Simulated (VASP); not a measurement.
# Au (I4/mmm) in VASP: notebook

Au is run at these levels: PBEsol; tasks: single point.

All numbers are computed with VASP 6.6.1; they aren't measurements. Logs are shortened: lines on timing, memory, paths and dates and some standing lists are left out, and cuts for length are marked.

## 1. The cell of the first run

Symmetry: I4/mmm, No. 139, tetragonal system. Conventional cell: a = 3.149 Å, b = 3.149 Å, c = 3.232 Å, α = 90.00°, β = 90.00°, γ = 90.00°. Within 3.6 Å of Au (site symmetry 4/mmm) lie 14 Au at 2.75 to 3.23 Å.

## 2. Single point, PBEsol (strain -0.050 along x and y, -0.025 along z)

Input file INCAR:

```
PREC = Accurate
ENCUT = 520
EDIFF = 1E-6
ISMEAR = 0
SIGMA = 0.15
LREAL = False
LASPH = True
NELM = 60
ALGO = Normal
ISIF = 2
LWAVE = False
LCHARG = False
GGA = PS
NBANDS = 12
```

Input file KPOINTS:

```
Automatic mesh
0
Gamma
  20 20 20
```

Input file POSCAR:

```
Au
1.0
   -1.5744055500      1.5744055500      1.6158372750
    1.5744055500     -1.5744055500      1.6158372750
    1.5744055500      1.5744055500     -1.6158372750
Au
1
Direct
    0.0000000000      0.0000000000      0.0000000000
```

Potentials or basis: VASP PAW PBE potentials, release 64 (Au).

Run with:

```bash
$ cat potpaw_PBE.64/Au/POTCAR > POTCAR
$ mpirun -np 1 vasp_std > vasp.out
```

OUTCAR:

```text
PREC = Accurate
   ENCUT = 520
   EDIFF = 1E-6
   ISMEAR = 0
   LREAL = False
   LASPH = True
   NELM = 60
   ISIF = 2
   GGA = PS

 ion  position               nearest neighbor table
   1  0.000  0.000  0.000-

  LATTYP: Found a body centered tetragonal cell.
 ALAT       =     3.1488111000
 C/A-ratio  =     1.0263157895

  Lattice vectors:

 A1 = (  -1.5744055500,   1.5744055500,   1.6158372750)
 A2 = (   1.5744055500,  -1.5744055500,   1.6158372750)
 A3 = (   1.5744055500,   1.5744055500,  -1.6158372750)

Analysis of symmetry for initial positions (statically):
=====================================================================
 Subroutine PRICEL returns:
 Original cell was already a primitive cell.

 Routine SETGRP: Setting up the symmetry group for a
 body centered tetragonal supercell.

 Subroutine GETGRP returns: Found 16 space group operations
 (whereof 16 operations were pure point group operations)
 out of a pool of 16 trial point group operations.

The static configuration has the point symmetry D_4h.

Analysis of symmetry for dynamics (positions and initial velocities):
=====================================================================
 Subroutine PRICEL returns:
 Original cell was already a primitive cell.

 Routine SETGRP: Setting up the symmetry group for a
 body centered tetragonal supercell.

 Subroutine GETGRP returns: Found 16 space group operations
 (whereof 16 operations were pure point group operations)
 out of a pool of 16 trial point group operations.

The dynamic configuration has the point symmetry D_4h.

 Subroutine INISYM returns: Found 16 space group operations
 (whereof 16 operations are pure point group operations),
 and found     1 'primitive' translations

----------------------------------------------------------------------------------------

                                     Primitive cell

  volume of cell :      16.0210

  direct lattice vectors                    reciprocal lattice vectors
    -1.574405550  1.574405550  1.615837275     0.000000000  0.317580181  0.309437100
     1.574405550 -1.574405550  1.615837275     0.317580181  0.000000000  0.309437100
     1.574405550  1.574405550 -1.615837275     0.317580181  0.317580181  0.000000000

  length of vectors
     2.751079019  2.751079019  2.751079019     0.443405560  0.443405560  0.449126200

  position of ions in fractional coordinates (direct lattice)
     0.000000000  0.000000000  0.000000000

  ion indices of the primitive-cell ions
[... 75 lines left out ...]
   LREAL  =      F    real-space projection
   EDIFFG = 0.1E-04   stopping-criterion for IOM
   NSW    =      0    number of steps for IOM
   IBRION =     -1    ionic relax: 0-MD 1-quasi-New 2-CG
   NFREE  =      0    steps in history (QN), initial steepest desc. (CG)
   ISIF   =      2    stress and relaxation
   ISYM   =      2    0-nonsym 1-usesym 2-fastsym
   POTIM  = 0.5000    time-step for ionic-motion
   TEBEG  =    0.0;   TEEND  =   0.0 temperature during run
   PSTRESS=    0.0 pullay stress
   NELECT =      11.0000    total number of electrons
   NUPDOWN=      -1.0000    fix difference up-down
   EMIN   =  10.00;   EMAX   =-10.00  energy-range for DOS
   EFERMI =   0.00;   METHOD = LEGACY
   ISMEAR =     0;   SIGMA  =   0.15  broadening in eV -4-tet -1-fermi 0-gaus
   EFERMI_NEDOS =   21; number of points for ismear=-14 and -15
   IALGO  =     38    algorithm
   IMIX   =      4    mixing-type and parameters
     AMIX     =   0.40;   BMIX     =  1.00
     AMIX_MAG =   1.60;   BMIX_MAG =  1.00
  volume/ion in A,a.u.               =      16.02       108.12
  Fermi-wavevector in a.u.,A,eV,Ry     =   1.444249  2.729235 28.379788  2.085856
  Thomas-Fermi vector in A             =   2.562565
   LORBIT       =      0    0 simple, 1 ext, 2 COOP (PROOUT), +10 PAW based schemes
   GGA     = PS    functional components
   LHFCALC =     F    Hartree Fock is set to
   AEXX    =    0.0000 exact exchange contribution
   IVDW    =     0    specifies the selected vdW correction
   LEPSILON=     F    determine dielectric tensor
   LRPA    =     F    only Hartree local field effects (RPA)
 non-spin polarized calculation
 Gauss-broadening in eV      SIGMA  =   0.15
  energy-cutoff  :      520.00
  volume of cell :       16.02
 maximum number of plane-waves:       446
   NGX = 11   NGY = 11   NGZ = 11

 number of electron      10.9999999 magnetization

 Free energy of the ion-electron system (eV)
  ---------------------------------------------------
  ext. energy  EPLUGINS =         0.00000000
  ---------------------------------------------------
  free energy    TOTEN  =        -3.86760394 eV

  energy without entropy =       -3.86510338  energy(sigma->0) =       -3.86635366

 E-fermi :  10.3560     XC(G=0): -13.2555

 val. band max:       10.3470051629   @ k =  -0.1000  -0.4500   0.0500
 cond. band min:      10.3762467335   @ k =  -0.3000   0.3500   0.3000
 fundamental gap:      0.0292415706
 Fermi energy:        10.3559957452

 k-point     1 :       0.0000    0.0000    0.0000
  band No.  band energies     occupation
      1      -0.2388      2.00000
      2       5.0670      2.00000
      3       5.0670      2.00000
      4       5.2543      2.00000
      5       7.1622      2.00000
      6       7.3837      2.00000
      7      26.5250      0.00000
      8      26.9959      0.00000
      9      26.9959      0.00000
     10      35.1550      0.00000
     11      35.9393      0.00000
     12      36.1705      0.00000
[... 331 lines left out ...]
 k-point    24 :      -0.3500    0.0500    0.0000
  band No.  band energies     occupation
      1       2.4268      2.00000
      2       4.2819      2.00000
      3       5.8337      2.00000
      4       6.9194      2.00000
      5       7.4840      2.00000
      6       7.8627      2.00000
      7      19.5980      0.00000
      8      24.2066      0.00000
      9      27.1845      0.00000
     10      31.2216      0.00000
     11      32.6903      0.00000
     12      33.9176      0.00000

 [... further k-points ...]
[... 5 lines left out ...]
  --------------------------------------------------------------------------------------
  -------------------------------------------------------------------------------------
  Total        1.2517347      1.2517347      1.2597005      0.0000000      0.0000000      0.0000000
  in kB      125.1791641    125.1791641    125.9757763      0.0000000      0.0000000      0.0000000
  external PRESSURE =     125.4447015 kB  Pullay stress =       0.0000000 kB

 VOLUME and BASIS-vectors are now :
 -----------------------------------------------------------------------------
  energy-cutoff  :      520.00
  volume of cell :       16.02
      direct lattice vectors                 reciprocal lattice vectors
    -1.574405550  1.574405550  1.615837275     0.000000000  0.317580181  0.309437100
     1.574405550 -1.574405550  1.615837275     0.317580181  0.000000000  0.309437100
     1.574405550  1.574405550 -1.615837275     0.317580181  0.317580181  0.000000000

 POSITION                                       TOTAL-FORCE (eV/Angst)
 -----------------------------------------------------------------------------------
      0.00000      0.00000      0.00000        -0.000000     -0.000000      0.000000
 -----------------------------------------------------------------------------------
    total drift:                                0.000000     -0.000000      0.000000

  FREE ENERGIE OF THE ION-ELECTRON SYSTEM (eV)
  ---------------------------------------------------
  free  energy   TOTEN  =        -3.8676039448 eV

  energy  without entropy=       -3.8651033809  energy(sigma->0) =       -3.86635366
```

stdout:

```text
POSCAR found type information on POSCAR Au
 POSCAR found :  1 types and       1 ions
 scaLAPACK will be used
 -----------------------------------------------------------------------------
|                                                                             |
|                                                                             |
|     You enforced a specific xc type in the INCAR file but a different       |
|     I HOPE YOU KNOW WHAT YOU ARE DOING!                                     |
|                                                                             |
 -----------------------------------------------------------------------------

 LDA part: xc-table for (Slater+PW92), standard interpolation
 POSCAR, INCAR and KPOINTS ok, starting setup
 FFT: planning ... GRIDC
 FFT: planning ... GRID_SOFT
 FFT: planning ... GRID
 WAVECAR not read
 entering main loop
```

Wall time 28 s (1 thread of Intel Xeon 6975P-C (Granite Rapids), shared host); peak memory 0.22 GiB.

What came out:

```
Free energy : -3.8676 eV
Pressure    : 12.5 GPa
```

Levels at points of the mesh, in eV from the Fermi level:
```
           k point  band 4  band 5  band 6  band 7  band 8  band 9
(0.00, 0.00, 0.00)   -5.10   -3.19   -2.97   16.17   16.64   16.64
(0.50, 0.00, 0.00)   -2.84   -1.35   -1.03    3.87   12.47   14.54
(0.50, 0.50, 0.00)   -2.76   -1.30   -0.87    4.09   12.13   13.92
(0.50, 0.50, 0.50)   -1.75   -1.75    5.79    6.57    6.57   10.44
```

Caveat: the cell differs from its parent crystal (strain -0.050 along x and y, -0.025 along z); the PAW data sets were made with another functional, which shifts forces and pressure a little; spin-orbit coupling is left out, which moves the levels of the heavy elements.

## 3. Single point, PBEsol (strain -0.050 along x and y, +0.000 along z)

Input file INCAR:

```
SYSTEM = Au
PREC     = Accurate       ! precision mode
ENCUT    = 520            ! plane-wave cutoff, eV
EDIFF    = 1E-7           ! SCF threshold, eV
ISMEAR   = 0              ! smearing method
SIGMA    = 0.15           ! smearing width, eV
LREAL    = .FALSE.        ! projectors in reciprocal space
LASPH    = .TRUE.         ! aspherical terms in the spheres
NELM     = 100            ! most SCF steps
ALGO     = Normal         ! electronic algorithm
ISIF     = 2              ! what is computed and relaxed
LWAVE    = .FALSE.        ! write WAVECAR
LCHARG   = .TRUE.         ! write CHGCAR
GGA      = PS             ! functional
LELF     = .TRUE.         ! ELF
LVHAR    = .TRUE.       
NBANDS   = 12             ! bands
```

Input file KPOINTS:

```
regular mesh
0
G
  20 20 20
  0 0 0
```

Input file POSCAR:

```
Au
1.0
   -1.5744055500      1.5744055500      1.6572690000
    1.5744055500     -1.5744055500      1.6572690000
    1.5744055500      1.5744055500     -1.6572690000
Au
1
Direct
    0.0000000000      0.0000000000      0.0000000000
```

Potentials or basis: VASP PAW PBE potentials, release 64 (Au).

Run with:

```bash
$ cat potpaw_PBE.64/Au/POTCAR > POTCAR
$ mpirun -np 1 vasp_std > vasp.out
```

Wall time 30 s (1 thread of Intel Xeon 6975P-C (Granite Rapids), shared host); peak memory 0.24 GiB.

It converged, with:

```yaml
Free_energy: -3.8928 eV
Pressure: 6.8 GPa
```

Stress tensor (GPa, compression positive):
```
6.67 0.00 0.00
0.00 6.67 0.00
0.00 0.00 6.99
```

Levels at points of the mesh, in eV from the Fermi level:
```csv
k point,band 4,band 5,band 6,band 7,band 8,band 9
"(0.00, 0.00, 0.00)",-4.84,-3.25,-2.84,15.90,16.79,16.79
"(0.50, 0.00, 0.00)",-2.76,-1.40,-0.97,3.63,12.58,14.55
"(0.50, 0.50, 0.00)",-2.65,-1.31,-0.66,4.06,11.90,13.35
"(0.50, 0.50, 0.50)",-1.73,-1.73,5.29,6.78,6.78,10.01
```

Caveat: the cell differs from its parent crystal (strain -0.050 along x and y, +0.000 along z); the PAW data sets were made with another functional, which shifts forces and pressure a little; spin-orbit coupling is left out, which moves the levels of the heavy elements.

(Part 1 of 3 ends here.)
